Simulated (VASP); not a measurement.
Wanted: the native input for a VASP 6.6.1 run.

| Property | Result |
| --- | --- |
| Task | single point |
| Functional | PBEsol |
| Potentials or basis | VASP PAW PBE potentials, release 64 (Al, Ru_pv) |
| Cutoff | 520 eV |
| k mesh | 14 × 14 × 14 |
| Occupations | gaussian, width 0.1 eV |
| Spin | no spin polarisation |
| Dipole correction | no |
| Further INCAR settings | ALGO = Normal; EDIFF = 1e-06; NBANDS = 16 |

The structure of AlRu lies in POSCAR:

```
AlRu
1.0
    2.9764078218      0.0000000000      0.0000000000
    0.0000000000      2.9764078218      0.0000000000
    0.0000000000      0.0000000000      2.9764078218
Al Ru
1 1
Direct
    0.0000000000      0.0000000000      0.0000000000
    0.5000000000      0.5000000000      0.5000000000
```

The input as run:

INCAR

```
SYSTEM = AlRu
ALGO = Normal
EDIFF = 1E-6
ENCUT = 520
GGA = PS
ISIF = 2
ISMEAR = 0
LASPH = .TRUE.
LCHARG = .FALSE.
LREAL = .FALSE.
LWAVE = .FALSE.
NBANDS = 16
NELM = 100
PREC = Accurate
SIGMA = 0.1
```

KPOINTS

```
k-points
0
G
  14 14 14
  0 0 0
```

Potentials or basis: VASP PAW PBE potentials, release 64 (Al, Ru_pv).

Command:

```console
$ cat potpaw_PBE.64/Al/POTCAR potpaw_PBE.64/Ru_pv/POTCAR > POTCAR
$ mpirun -np 1 vasp_std > vasp.out
```

It gave:

- Pressure: 0.0 GPa

Caveat: the PAW data sets were made with another functional, which shifts forces and pressure a little.

Wall time 18 s on 1 thread of Intel(R) Xeon(R) Platinum 8488C (Sapphire Rapids), on a shared host, peak memory 0.17 GiB.
